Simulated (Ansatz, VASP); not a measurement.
**CdTe: VASP beside Ansatz**

The input POSCAR:

```
CdTe
1.0
    0.0000000000      3.3124320324      3.3124320324
    3.3124320324      0.0000000000      3.3124320324
    3.3124320324      3.3124320324      0.0000000000
Cd Te
1 1
Direct
    0.0000000000      0.0000000000      0.0000000000
    0.2500000000      0.2500000000      0.2500000000
```

Contents of INCAR.step1:

```
SYSTEM = CdTe
PREC = Accurate
ENCUT = 520
ISMEAR = 0
SIGMA = 0.01
LREAL = .FALSE.
LASPH = .TRUE.
NELM = 80
NBANDS = 16
GGA = PE
ALGO = Normal
EDIFF = 1E-4
LWAVE = .TRUE.
LCHARG = .FALSE.
```

The input INCAR.step2:

```
SYSTEM = CdTe
PREC = Accurate
ENCUT = 520
EDIFF = 1E-6
ISMEAR = 0
SIGMA = 0.01
LREAL = .FALSE.
LASPH = .TRUE.
NELM = 80
ALGO = Normal
ISIF = 2
LWAVE = .FALSE.
LCHARG = .FALSE.
METAGGA = R2SCAN
LMIXTAU = .TRUE.
NBANDS = 16
ISTART = 1
```

File KPOINTS:

```
Automatic mesh
0
G
  6 6 6
  0 0 0
```

Input for Ansatz:

```yaml
crystal:
  lattice:
    - [0.0, 3.3124320324, 3.3124320324]
    - [3.3124320324, 0.0, 3.3124320324]
    - [3.3124320324, 3.3124320324, 0.0]
  atoms:
    - { symbol: Cd, position: [0.0, 0.0, 0.0] }
    - { symbol: Te, position: [0.25, 0.25, 0.25] }
kpoints:
  mp_grid: { grid: [6, 6, 6] }
hamiltonian:
  xc: r2scan
scf:
  occupations: { method: fixed }
  n_extra_bands: 4
output:
  forces: true
  stress: true
  eigenvalues: true
```

Alike in both runs: task single point; functional r2SCAN; k mesh 6 × 6 × 6; no spin polarisation.

```csv
,VASP,Ansatz
version,VASP 6.6.1,Ansatz 0.2.0
potentials or method,"VASP PAW PBE potentials, release 64 (Cd, Te)","plane waves, PAW"
plane-wave cutoff (eV),520,500
occupations,"gaussian, width 0.01 eV",fixed
valence electrons in the cell,18,36
```

VASP gave:

* gap on the k mesh at the Fermi level (eV): 1.06
* pressure (GPa): -1.0

Q: Which values does Ansatz return?

A: gap on the k mesh at the Fermi level (eV): 1.07; pressure (GPa): -1.1.

VASP's potentials were made for PBE, not for r2SCAN. VASP's potentials hold 18 valence electrons a cell and Ansatz's 36, so a difference there can come from the potentials and not from the codes.

Spin-orbit coupling is off throughout.
